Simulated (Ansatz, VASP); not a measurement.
LiAlF4 in VASP and in Ansatz

```
Li Al F
1.0
     5.79716    0.00000    0.00000
    -2.89858    5.02048    0.00000
     0.00000    0.00000    9.47046
Li Al F
2 2 8
Direct
  0.33333 0.66667 0.95867
  0.66667 0.33333 0.45867
  0.66667 0.33333 0.08380
  0.33333 0.66667 0.58380
  0.98489 0.49244 0.02429
  0.50756 0.49244 0.02429
  0.50756 0.01511 0.02429
  0.33333 0.66667 0.76270
  0.66667 0.33333 0.26270
  0.49244 0.98489 0.52429
  0.49244 0.50756 0.52429
  0.01511 0.50756 0.52429
```

Alike in both runs: functional PBE; k mesh 6 × 6 × 2; occupations gaussian, width 0.1 eV; no spin polarisation.

Ansatz relaxed the structure, and its values are those at the end. VASP's run is a single point on that final structure, the one shown.

```csv
,VASP,Ansatz
version,VASP 6.6.1,Ansatz 0.2.0
potentials or method,"VASP PAW PBE potentials, release 64 (Li_sv, Al, F), cutoff 520 eV","scalar-relativistic, plane waves, PAW"
valence electrons in the cell,68,68
```

VASP gave:

* gap on the k mesh at the Fermi level (eV): 7.11
* least direct gap on the mesh (eV): 7.11
* rms of the force components (eV/Å): 0.018

Problem. What did Ansatz give for the same quantities?

Solution. gap on the k mesh at the Fermi level (eV): 7.13; least direct gap on the mesh (eV): 7.13; rms of the force components (eV/Å): 0.018.

The functional is the same, so the differences come from potentials, cutoffs and numerics.

Noted on VASP's run: the cutoff is short for stress, so the pressure is rough.
